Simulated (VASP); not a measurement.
Here is a VASP 6.6.1 calculation.

The input INCAR:

```
PREC     = Accurate       # precision mode
ENCUT    = 520            # plane-wave cutoff, eV
EDIFF    = 1E-7           # SCF threshold, eV
ISMEAR   = -1             # smearing method
SIGMA    = 0.1            # smearing width, eV
LREAL    = F              # projectors in reciprocal space
LASPH    = T              # aspherical terms in the spheres
NELM     = 100            # most SCF steps
ALGO     = Normal         # electronic algorithm
ISIF     = 2              # what is computed and relaxed
LWAVE    = F              # write WAVECAR
LCHARG   = F              # write CHGCAR
GGA      = RE             # functional
NBANDS   = 18             # bands
```

KPOINTS

```
Automatic mesh
0
Gamma
  16 16 9
```

File POSCAR:

```
La
1.0
    3.8386783143      0.0000000000      0.0000000000
   -1.9193391571      3.3243929371      0.0000000000
    0.0000000000      0.0000000000      6.1610978905
La
2
Direct
    0.3333333333      0.6666666667      0.2500000000
    0.6666666667      0.3333333333      0.7500000000
```

Potentials or basis: VASP PAW PBE potentials, release 64 (La).

The run is started by

```sh
$ cat potpaw_PBE.64/La/POTCAR > POTCAR
$ mpirun -np 1 vasp_std > vasp.out
```

**Question.** Estimate the pressure.

**Answer.** 0.0 GPa.

**Question.** What does it give for the band gap on the k mesh?

**Answer.** Zero (bands 11 and 12 overlap by 1.42 eV).

Caveat: the PAW data sets were made with another functional, which shifts forces and pressure a little; spin-orbit coupling is left out, which moves the levels of the heavy elements.
